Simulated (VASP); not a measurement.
# Hf: single point with PBEsol

Crystal: Hf.

```
Hf
1.0
    -0.02220    2.22000    2.22000
     2.22000   -0.02220    2.22000
     2.19780    2.19780    0.00000
Hf
1
Direct
  0.00000 0.00000 0.00000
```

```
Program             : VASP 6.6.1
Task                : single point
Functional          : PBEsol
Potentials or basis : VASP PAW PBE potentials, release 64 (Hf_pv)
Cutoff              : 520 eV
k mesh              : 9 × 9 × 9
Occupations         : fermi-dirac, width 0.05 eV
Spin                : no spin polarisation
```

```yaml
Pressure: -1.3 GPa
Band_gap_on_the_k_mesh: zero (band 5 reaches 5.97 eV, above the bottom of band 6 at 4.15 eV)
```

Stress tensor (GPa, compression positive):
```
-1.31  1.15  0.00
 1.15 -1.31  0.00
 0.00  0.00 -1.37
```

Levels at points of the mesh, in eV from the Fermi level:
```tsv
k point	band 1	band 2	band 3	band 4	band 5	band 6	band 7	band 8	band 9	band 10
(0.00, 0.00, 0.00)	-29.94	-29.92	-29.91	-7.33	1.20	1.35	1.52	4.23	4.23	11.41
```

Run time: 67 s on 1 thread of AMD EPYC 7R13, on a shared host, peak memory 0.13 GiB.

Caveat: the PAW data sets were made with another functional, which shifts forces and pressure a little; spin-orbit coupling is left out, which moves the levels of the heavy elements.
